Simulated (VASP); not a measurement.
# SnSe2 (R-3m) in VASP: further runs, part 2 of 2

VASP 6.6.1. Earlier steps stand in the parts before.

## Step 3: Relaxation of cell and atoms, PBEsol

This run uses another cell than the first one, of 26.17 Å³/atom, 0.972 times its volume.

INCAR reads:

```
PREC = Accurate ; ENCUT = 600
EDIFF = 1E-7 ; ISMEAR = -1
SIGMA = 0.03 ; LREAL = F
LASPH = T ; NELM = 60
ALGO = Normal ; ISIF = 3
LWAVE = F ; LCHARG = F
GGA = PS ; IBRION = 2
NSW = 100 ; EDIFFG = -0.01
```

KPOINTS reads:

```
regular mesh
0
Gamma
  6 6 6
```

POSCAR reads:

```
SnSe2
1.0
    1.9272829300      1.1127173184      6.1025133820
   -1.9272829300      1.1127173184      6.1025133820
    0.0000000000     -2.2254346369      6.1025133820
Sn Se
1 2
Direct
    0.0000000000      0.0000000000      0.0000000000
    0.2477807862      0.2477807862      0.2477807862
    0.7522192138      0.7522192138      0.7522192138
```

Potentials or basis: VASP PAW PBE potentials, release 64 (Sn_d, Se).

Command:

```sh
$ cat potpaw_PBE.64/Sn_d/POTCAR potpaw_PBE.64/Se/POTCAR > POTCAR
$ mpirun -np 1 vasp_std > vasp.out
```

OUTCAR:

```text
PREC = Accurate
   ENCUT = 600
   EDIFF = 1E-7
   ISMEAR = -1
   LREAL = F
   LASPH = T
   NELM = 60
   ISIF = 3
   GGA = PS
   IBRION = 2
   NSW = 100
   EDIFFG = -0.01

 ion  position               nearest neighbor table
   1  0.000  0.000  0.000-   3 2.72   3 2.72   2 2.72   2 2.72   3 2.72   2 2.72
   2  0.248  0.248  0.248-   1 2.72   1 2.72   1 2.72
   3  0.752  0.752  0.752-   1 2.72   1 2.72   1 2.72

  LATTYP: Found a trigonal (rhomboedric) cell.
 ALAT       =     6.4956315244
 COS(alpha) =     0.8239329111

  Lattice vectors:

 A1 = (   1.9272829300,   1.1127173184,   6.1025133820)
 A2 = (  -1.9272829300,   1.1127173184,   6.1025133820)
 A3 = (   0.0000000000,  -2.2254346369,   6.1025133820)

Analysis of symmetry for initial positions (statically):
=====================================================================
 Subroutine PRICEL returns:
 Original cell was already a primitive cell.

 Routine SETGRP: Setting up the symmetry group for a
 trigonal (rhombohedral) supercell.

 Subroutine GETGRP returns: Found 12 space group operations
 (whereof 12 operations were pure point group operations)
 out of a pool of 12 trial point group operations.

The static configuration has the point symmetry D_3d.

Analysis of symmetry for dynamics (positions and initial velocities):
=====================================================================
 Subroutine PRICEL returns:
 Original cell was already a primitive cell.

 Routine SETGRP: Setting up the symmetry group for a
 trigonal (rhombohedral) supercell.

 Subroutine GETGRP returns: Found 12 space group operations
 (whereof 12 operations were pure point group operations)
 out of a pool of 12 trial point group operations.

The dynamic configuration has the point symmetry D_3d.

 Subroutine INISYM returns: Found 12 space group operations
 (whereof 12 operations are pure point group operations),
 and found     1 'primitive' translations

----------------------------------------------------------------------------------------

                                     Primitive cell

  volume of cell :      78.5218

  direct lattice vectors                    reciprocal lattice vectors
     1.927282930  1.112717318  6.102513382     0.259432589  0.149783475  0.054622303
    -1.927282930  1.112717318  6.102513382    -0.259432589  0.149783475  0.054622303
     0.000000000 -2.225434637  6.102513382     0.000000000 -0.299566950  0.054622303

  length of vectors
     6.495631524  6.495631524  6.495631524     0.304506081  0.304506081  0.304506081

  position of ions in fractional coordinates (direct lattice)
     0.000000000  0.000000000  0.000000000
     0.247780786  0.247780786  0.247780786
     0.752219214  0.752219214  0.752219214

  ion indices of the primitive-cell ions
   primitive index   ion index
                 1           1
                 2           2
                 3           3

----------------------------------------------------------------------------------------

 KPOINTS: regular mesh

Automatic generation of k-mesh.
 Grid dimensions read from file:
[... 50 lines left out ...]
   dimension x,y,z NGX =    54 NGY =   54 NGZ =   54
   dimension x,y,z NGXF=   108 NGYF=  108 NGZF=  108
   ions per type =               1   2
   NGX,Y,Z   is equivalent  to a cutoff of  13.82, 13.82, 13.82 a.u.
   NGXF,Y,Z  is equivalent  to a cutoff of  27.64, 27.64, 27.64 a.u.
 SYSTEM =  unknown system
   PREC   = accura    normal or accurate (medium, high low for compatibility)
   ISTART =      0    job   : 0-new  1-cont  2-samecut
   ICHARG =      2    charge: 1-file 2-atom 10-const
   ISPIN  =      1    spin polarized calculation?
   LNONCOLLINEAR =      F non collinear calculations
   LSORBIT =      F    spin-orbit coupling
   LASPH  =      T    aspherical Exc in radial PAW
   ENCUT  =  600.0 eV  44.10 Ry    6.64 a.u.  12.97 12.97 12.97*2*pi/ulx,y,z
   NELM   =     60;   NELMIN=  2; NELMDL= -5     # of ELM steps
   EDIFF  = 0.1E-06   stopping-criterion for ELM
   LREAL  =      F    real-space projection
   EDIFFG = -.1E-01   stopping-criterion for IOM
   NSW    =    100    number of steps for IOM
   IBRION =      2    ionic relax: 0-MD 1-quasi-New 2-CG
   NFREE  =      1    steps in history (QN), initial steepest desc. (CG)
   ISIF   =      3    stress and relaxation
   ISYM   =      2    0-nonsym 1-usesym 2-fastsym
   POTIM  = 0.5000    time-step for ionic-motion
   TEBEG  =    0.0;   TEEND  =   0.0 temperature during run
   PSTRESS=    0.0 pullay stress
   NELECT =      26.0000    total number of electrons
   NUPDOWN=      -1.0000    fix difference up-down
   EMIN   =  10.00;   EMAX   =-10.00  energy-range for DOS
   EFERMI =   0.00;   METHOD = LEGACY
   ISMEAR =    -1;   SIGMA  =   0.03  broadening in eV -4-tet -1-fermi 0-gaus
   EFERMI_NEDOS =   21; number of points for ismear=-14 and -15
   IALGO  =     38    algorithm
   IMIX   =      4    mixing-type and parameters
     AMIX     =   0.40;   BMIX     =  1.00
     AMIX_MAG =   1.60;   BMIX_MAG =  1.00
  volume/ion in A,a.u.               =      26.17       176.63
  Fermi-wavevector in a.u.,A,eV,Ry     =   1.132581  2.140267 17.452726  1.282739
  Thomas-Fermi vector in A             =   2.269282
   LORBIT       =      0    0 simple, 1 ext, 2 COOP (PROOUT), +10 PAW based schemes
   GGA     = PS    functional components
   LHFCALC =     F    Hartree Fock is set to
   AEXX    =    0.0000 exact exchange contribution
   IVDW    =     0    specifies the selected vdW correction
   LEPSILON=     F    determine dielectric tensor
   LRPA    =     F    only Hartree local field effects (RPA)
 conjugate gradient relaxation of ions
 non-spin polarized calculation
  energy-cutoff  :      600.00
  volume of cell :       78.52
 maximum number of plane-waves:      2652
 NGX is ok and might be reduce to    54
   NGX = 25   NGY = 25   NGZ = 25

--------------------------------------- Ionic step        1  -------------------------------------------

 number of electron      26.0000002 magnetization

 Free energy of the ion-electron system (eV)
  ---------------------------------------------------
  ext. energy  EPLUGINS =         0.00000000
  ---------------------------------------------------
  free energy    TOTEN  =       -12.93789782 eV

  energy without entropy =      -12.93620044  energy(sigma->0) =      -12.93704913

------------------------ aborting loop because EDIFF is reached ----------------------------------------

  FORCE on cell =-STRESS in cart. coord.  units (eV):
  Direction    XX          YY          ZZ          XY          YZ          ZX
  --------------------------------------------------------------------------------------
  -------------------------------------------------------------------------------------
  Total       -0.2952307     -0.2952307      0.2653037      0.0000000     -0.0000000      0.0000000
  in kB       -6.0239549     -6.0239549      5.4133181      0.0000000     -0.0000000      0.0000000
  external PRESSURE =      -2.2115306 kB  Pullay stress =       0.0000000 kB
[... 92 lines left out ...]
  FREE ENERGIE OF THE ION-ELECTRON SYSTEM (eV)
  ---------------------------------------------------
  free  energy   TOTEN  =       -12.9411751167 eV

  energy  without entropy=      -12.9394490272  energy(sigma->0) =      -12.94031207

 E-fermi :   4.0079     XC(G=0):  -9.5813

 val. band max:        3.9664410175   @ k =  -0.1667   0.1667   0.0000
 cond. band min:       4.0155401048   @ k =   0.5000   0.5000   0.0000
 fundamental gap:      0.0490990872
 Fermi energy:         4.0078757358

 k-point     1 :       0.0000    0.0000    0.0000
  band No.  band energies     occupation
      1     -17.2594      2.00000
      2     -17.2594      2.00000
      3     -17.2248      2.00000
      4     -17.2119      2.00000
      5     -17.2119      2.00000
      6      -9.9153      2.00000
[... 459 lines left out ...]
      6      -8.3075      2.00000
[... 9 lines left out ...]
     16       9.1316      0.00000
     17       9.7744      0.00000

 [... further k-points ...]

[... ionic steps 4 to 11 ...]

--------------------------------------- Ionic step       12  -------------------------------------------

 number of electron      26.0000003 magnetization

------------------------ aborting loop because EDIFF is reached ----------------------------------------
[... 69 lines left out ...]
--------------------------------------- Ionic step       14  -------------------------------------------

 number of electron      26.0000003 magnetization

 Free energy of the ion-electron system (eV)
  ---------------------------------------------------
  ext. energy  EPLUGINS =         0.00000000
  ---------------------------------------------------
  free energy    TOTEN  =       -12.94560040 eV

  energy without entropy =      -12.94534586  energy(sigma->0) =      -12.94547313

 E-fermi :   3.7268     XC(G=0):  -9.4023

 val. band max:        3.5643945870   @ k =   0.5000   0.5000   0.3333
 cond. band min:       3.8341496920   @ k =   0.5000   0.5000   0.0000
 fundamental gap:      0.2697551050
 Fermi energy:         3.7267515759

 k-point     1 :       0.0000    0.0000    0.0000
  band No.  band energies     occupation
      1     -17.5495      2.00000
      2     -17.5495      2.00000
      3     -17.5130      2.00000
      4     -17.5005      2.00000
      5     -17.5005      2.00000
      6     -10.1776      2.00000
[... 501 lines left out ...]
  FREE ENERGIE OF THE ION-ELECTRON SYSTEM (eV)
  ---------------------------------------------------
  free  energy   TOTEN  =       -12.9456003969 eV

  energy  without entropy=      -12.9453458572  energy(sigma->0) =      -12.94547313

 reached required accuracy - stopping structural energy minimisation
```

OSZICAR:

```text
N       E                     dE             d eps       ncg     rms          rms(c)
DAV:   1     0.205013257607E+03    0.20501E+03   -0.13472E+04  1104   0.191E+03
DAV:   2     0.105344167752E+02   -0.19448E+03   -0.19117E+03  1154   0.415E+02
DAV:   3    -0.124125671207E+02   -0.22947E+02   -0.21948E+02  1423   0.126E+02
DAV:   4    -0.132005732781E+02   -0.78801E+00   -0.78677E+00  1204   0.235E+01
[... 126 lines left out ...]
DAV:   3    -0.129456050477E+02    0.65479E-04   -0.16994E-04  1373   0.181E-01    0.147E-02
DAV:   4    -0.129456016193E+02    0.34284E-05   -0.21423E-05  1413   0.399E-02    0.527E-03
DAV:   5    -0.129456005635E+02    0.10558E-05   -0.13490E-06  1646   0.170E-02    0.213E-03
DAV:   6    -0.129456004089E+02    0.15459E-06   -0.34432E-07   887   0.668E-03    0.645E-04
DAV:   7    -0.129456003969E+02    0.12005E-07   -0.24022E-08   567   0.157E-03
  14 F= -.12945600E+02 E0= -.12945473E+02  d E =-.347270E-04
```

Wall time 34 min (1 thread of AMD EPYC 7R13, shared host); peak memory 0.42 GiB.

Results:

```
Free energy                            : -12.9456 eV
Relaxed volume                         : 26.97 Å³/atom
Relaxed cell                           : a = 6.775 Å, b = 6.775 Å, c = 6.775 Å, α = 32.74°, β = 32.74°, γ = 32.74°
Space group after relaxing (to 0.05 Å) : R-3m (No. 166)
Energy gained by relaxing              : 2.6 meV/atom
Ionic steps                            : 14
Pressure after relaxing                : 0.0 GPa
Band gap on the k mesh                 : 0.27 eV, indirect (least direct gap 0.52 eV)
```

Forces on the atoms (eV/Å):
```
Sn   0.000  0.000  0.000
Se   0.000  0.000 -0.002
Se   0.000  0.000  0.002
```

The path:
```tsv
step	energy change (eV)	largest force (eV/Å)	pressure (GPa)	volume (Å³)
1	0.0000	0.0273	-0.22	78.52
2	-0.0028	0.0132	0.10	78.11
3	-0.0033	0.0036	0.29	77.85
4	-0.0036	0.0796	-0.13	78.32
5	-0.0037	0.0515	0.02	78.16
6	-0.0037	0.0544	0.00	78.18
7	-0.0040	0.0521	0.00	78.29
8	-0.0048	0.0447	-0.01	78.63
9	-0.0062	0.0257	-0.02	79.30
10	-0.0074	0.0313	0.02	80.65
11	-0.0077	0.0066	-0.09	80.98
12	-0.0077	0.0057	-0.08	80.98
13	-0.0077	0.0106	0.09	80.83
14	-0.0077	0.0024	0.01	80.90
```

Final structure:
```cif
data_structure
_symmetry_space_group_name_H-M 'P 1'
_symmetry_Int_Tables_number 1
_cell_length_a 6.7748
_cell_length_b 6.7748
_cell_length_c 6.7748
_cell_angle_alpha 32.739
_cell_angle_beta 32.739
_cell_angle_gamma 32.739
_cell_volume 80.90
loop_
_atom_site_label
_atom_site_type_symbol
_atom_site_fract_x
_atom_site_fract_y
_atom_site_fract_z
_atom_site_occupancy
Sn1 Sn 0.00000 0.00000 0.00000 1
Se1 Se 0.25098 0.25098 0.25098 1
Se2 Se 0.74902 0.74902 0.74902 1
```

Levels at points of the mesh, in eV from the valence-band top:
| k point | band 9 | band 10 | band 11 | band 12 | band 13 | band 14 | band 15 | band 16 | band 17 |
| --- | --- | --- | --- | --- | --- | --- | --- | --- | --- |
| (0.00, 0.00, 0.00) | -0.50 | -0.50 | -0.28 | -0.21 | -0.21 | 0.97 | 2.97 | 4.47 | 4.47 |
| (0.50, 0.00, 0.00) | -4.45 | -2.62 | -2.28 | -1.40 | -0.57 | 1.07 | 3.87 | 6.02 | 6.07 |
| (0.50, 0.50, 0.00) | -4.71 | -2.41 | -2.24 | -0.27 | -0.25 | 0.27 | 3.63 | 4.96 | 5.37 |
| (0.50, 0.50, 0.50) | -2.02 | -0.62 | -0.62 | -0.10 | -0.10 | 2.37 | 2.96 | 4.54 | 4.54 |

Caveat: the PAW data sets were made with another functional, which shifts forces and pressure a little; spin-orbit coupling is left out, which moves the levels of the heavy elements.
